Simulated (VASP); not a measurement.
Runs of VASP 6.6.1 on MoS2. The structure is that of space group P-3m1 (No. 164), or close to it. The cells are those of the table. 

| cell | gap on the mesh (eV) | pressure (GPa) | largest force (eV/Å) |
| --- | --- | --- | --- |
| a = 3.270, b = 3.270, c = 6.396 Å, angles 90.0, 90.0, 120.0°, 3 atoms | none | -10.2 | (c) |
| a = 3.238, b = 3.238, c = 6.333 Å, angles 90.0, 90.0, 120.0°, 3 atoms | none | -7.0 | 0.29 |
| a = 3.206, b = 3.206, c = 6.270 Å, angles 90.0, 90.0, 120.0°, 3 atoms | none | -3.2 | 0.19 |
| a = 3.173, b = 3.173, c = 6.205 Å, angles 90.0, 90.0, 120.0°, 3 atoms | none | (b) | (a) |
| a = 3.301, b = 3.301, c = 6.456 Å, angles 90.0, 90.0, 120.0°, 3 atoms | none | -12.9 | 1.08 |

Alike in all rows: task single point; level LDA; potentials or basis VASP PAW LDA potentials, release 64 (Mo_sv, S); no spin polarisation; k mesh 10 × 10 × 5; cutoff (eV) 520; smearing methfessel-paxton 0.05 eV.

Question: Estimate the missing entries.

Answer: (a) 0.72; (b) 1.3; (c) 0.71.

Caveats: forces of over 1 eV/Å act on the atoms, so gaps and moduli don't describe the material at rest (some runs).

A k mesh can miss the band edges, and the runs leave out spin-orbit coupling on Mo.

A gap of «none» marks levels without a gap at the run's occupations.
